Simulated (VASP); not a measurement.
Runs of VASP 6.6.1 on PtSe2. The structure is that of space group Fm-3m (No. 225), or close to it. The cells are those of the table. 

| task | level | potentials or basis | spin | cell | k mesh | cutoff (eV) | grid for exact exchange (PRECFOCK) | share of exact exchange | screening parameter | gap on the mesh (eV) | pressure (GPa) | relaxed volume (Å³/atom) |
| --- | --- | --- | --- | --- | --- | --- | --- | --- | --- | --- | --- | --- |
| relaxation of cell and atoms | PBE | VASP PAW PBE potentials, release 64 (Pt, Se) | off | relaxed from a = 4.586 Å, angles 60.0°, 3 atoms | 6 × 6 × 6 | 600 | - | - | - | none | 0.0 | (b) |
| single point | r2SCAN | VASP PAW PBE potentials, release 64 (Pt, Se) | off | a = 4.428 Å, angles 60.0°, 3 atoms | 6 × 6 × 6 | 520 | - | - | - | none | 0.0 | - |
| single point | PBE | VASP PAW PBE potentials, release 64 (Pt, Se) | non-collinear, zero start, SOC | a = 4.428 Å, angles 60.0°, 3 atoms | 8 × 8 × 8 | 520 | - | - | - | - | 1.6 | - |
| single point | LDA | VASP PAW LDA potentials, release 64 (Pt, Se) | off | a = 4.428 Å, angles 60.0°, 3 atoms | 8 × 8 × 8 | 520 | - | - | - | none | (a) | - |
| relaxation of cell and atoms | r2SCAN | VASP PAW PBE potentials, release 64 (Pt, Se) | off | relaxed from a = 4.449 Å, angles 60.0°, 3 atoms | 6 × 6 × 6 | 600 | - | - | - | none | 0.0 | 20.46 |
| single point | PBE | VASP PAW PBE potentials, release 64 (Pt, Se) | off | a = 4.428 Å, angles 60.0°, 3 atoms | 8 × 8 × 8 | 520 | - | - | - | none | 1.4 | - |
| single point | HSE06 | VASP PAW PBE potentials, release 64 (Pt, Se) | off | a = 4.400 Å, angles 60.0°, 3 atoms | 4 × 4 × 4 | 520 | Normal | 0.25 | 0.2079 1/Å | none | -0.2 | - |
| single point | LDA | VASP PAW LDA potentials, release 64 (Pt, Se) | off | a = 4.356 Å, angles 60.0°, 3 atoms | 6 × 6 × 6 | 520 | - | - | - | none | 0.3 | - |

Alike in all rows: smearing fermi-dirac 0.02 eV.

Estimate the missing entries.

(a) -5.6; (b) 20.75.

Caveats: some runs use coarse meshes; spin-orbit coupling is left out, which moves the levels of the heavy elements (at least some runs); the PAW data sets were made with another functional, which shifts forces and pressure a little (at least some runs); the cell stands under tension (at least some runs).

A k mesh can miss the band edges, and rows without SOC leave out spin-orbit coupling on Pt, Se.

A gap of «none» marks levels without a gap at the run's occupations.
